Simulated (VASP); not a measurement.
A run of VASP 6.6.1 is set up as follows.

The input INCAR:

```
SYSTEM = HfTe2W2
ALGO     = Normal         ! electronic algorithm
EDIFF    = 1E-6           ! SCF threshold, eV
ENCUT    = 520            ! plane-wave cutoff, eV
GGA      = PE             ! functional
ISIF     = 2              ! what is computed and relaxed
ISMEAR   = 0              ! smearing method
LASPH    = .TRUE.         ! aspherical terms in the spheres
LCHARG   = .TRUE.         ! write CHGCAR
LELF     = .TRUE.         ! ELF
LREAL    = .FALSE.        ! projectors in reciprocal space
LVHAR    = .TRUE.       
LWAVE    = .FALSE.        ! write WAVECAR
NBANDS   = 33             ! bands
NELM     = 80             ! most SCF steps
PREC     = Accurate       ! precision mode
SIGMA    = 0.1            ! smearing width, eV
```

KPOINTS

```
k-points
0
G
  6 6 2
  0 0 0
```

The input POSCAR:

```
HfTe2W2
1.0
    4.5325568300      0.0000000000      0.0000000000
   -2.2662784200      3.9253093600      0.0000000000
    0.0000000000      0.0000000000      8.0089567600
Hf Te W
1 2 2
Direct
    0.0000000000      0.0000000000      0.0000000000
    0.6666666700      0.3333333300      0.3761193200
    0.3333333300      0.6666666700      0.6238806800
    0.6666666700      0.3333333300      0.7259517900
    0.3333333300      0.6666666700      0.2740482100
```

Potentials or basis: VASP PAW PBE potentials, release 64 (Hf_pv, Te, W_sv).

Launch:

```console
$ cat potpaw_PBE.64/Hf_pv/POTCAR potpaw_PBE.64/Te/POTCAR potpaw_PBE.64/W_sv/POTCAR > POTCAR
$ mpirun -np 1 vasp_std > vasp.out
```

Predict the band gap on the k mesh.

zero (bands 25 and 26 overlap by 0.86 eV).

What does it give for the largest force?

1.276 eV/Å.

Predict the pressure.

-10.2 GPa.

Stress tensor (GPa, compression positive):
```
 -9.19   0.00   0.00
  0.00  -9.19   0.00
  0.00   0.00 -12.15
```

Caveat: the k points lie up to 0.39 Å⁻¹ apart, too coarse for converged energies and pressures of a metal; spin-orbit coupling is left out, which moves the levels of the heavy elements; forces of over 1 eV/Å act on the atoms, so gaps and moduli don't describe the material at rest.
